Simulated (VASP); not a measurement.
Input of a VASP 6.6.1 run:

Contents of INCAR:

```
PREC = Accurate
ENCUT = 520
EDIFF = 1E-7
ISMEAR = 0
SIGMA = 0.02
LREAL = False
LASPH = True
NELM = 60
ALGO = Normal
ISIF = 2
LWAVE = False
LCHARG = False
NBANDS = 25
```

KPOINTS

```
Automatic mesh
0
Gamma
  10 10 10
```

File POSCAR:

```
SiO2
1.0
   -1.7148772711      1.7148772711      3.9124676091
    1.7148772711     -1.7148772711      3.9124676091
    1.7148772711      1.7148772711     -3.9124676091
Si O
2 4
Direct
    0.0000000000      0.0000000000      0.0000000000
    0.7500000000      0.2500000000      0.5000000000
    0.3750000000      0.3850012569      0.5100012569
    1.1350012569      0.6250000000      1.0100012569
    0.6149987431      0.1250000000     -0.0100012569
    0.8750000000     -0.1350012569      0.4899987431
```

Potentials or basis: VASP PAW LDA potentials, release 64 (Si, O).

Launch:

```sh
$ cat potpaw_LDA.64/Si/POTCAR potpaw_LDA.64/O/POTCAR > POTCAR
$ mpirun -np 1 vasp_std > vasp.out
```

**Question.** Estimate the largest force.

**Answer.** 0.109 eV/Å.

**Question.** Predict the band gap on the k mesh.

**Answer.** 5.58 eV, indirect (least direct gap 6.01 eV).

Forces in eV/Å, atoms in the order of the input:
```
Si   0.000  0.000  0.000
Si   0.000  0.000  0.000
O    0.109  0.000  0.000
O    0.000  0.109  0.000
O    0.000 -0.109  0.000
O   -0.109  0.000  0.000
```

A k mesh can miss the band edges. As with any semilocal functional, this LDA gap is likely too small.
